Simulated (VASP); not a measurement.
Here is a VASP 6.6.1 calculation.

File INCAR:

```
PREC = Accurate ; ENCUT = 520
EDIFF = 1E-6 ; ISMEAR = 0
SIGMA = 0.1 ; LREAL = F
LASPH = T ; NELM = 80
ALGO = Normal ; ISIF = 2
LWAVE = F ; LCHARG = F
GGA = PE ; NBANDS = 20
```

File KPOINTS:

```
Automatic mesh
0
Gamma
  6 6 4
```

POSCAR

```
Al3BAs2
1.0
    4.7182678242     -0.0000000031      0.0000000000
   -2.3591339094      4.0861397991      0.0000000000
    0.0000000000      0.0000000000      5.0658688670
Al B As
3 1 2
Direct
    0.3333333333      0.6666666667      0.7784585796
    0.6666666667      0.3333333333      0.2215414204
    0.0000000000      0.0000000000      0.5000000000
    0.0000000000      0.0000000000      0.0000000000
    0.3333333333      0.6666666667      0.2677284140
    0.6666666667      0.3333333333      0.7322715860
```

Potentials or basis: VASP PAW PBE potentials, release 64 (Al, B, As).

Command:

```sh
$ cat potpaw_PBE.64/Al/POTCAR potpaw_PBE.64/B/POTCAR potpaw_PBE.64/As/POTCAR > POTCAR
$ mpirun -np 1 vasp_std > vasp.out
```

(1) Estimate the largest force.

(2) Predict the band gap on the k mesh.

(3) Predict the pressure.

## Answers

(1) 0.004 eV/Å.

(2) zero (band 11 reaches 8.35 eV, above the bottom of band 12 at 5.58 eV).

(3) 0.2 GPa.
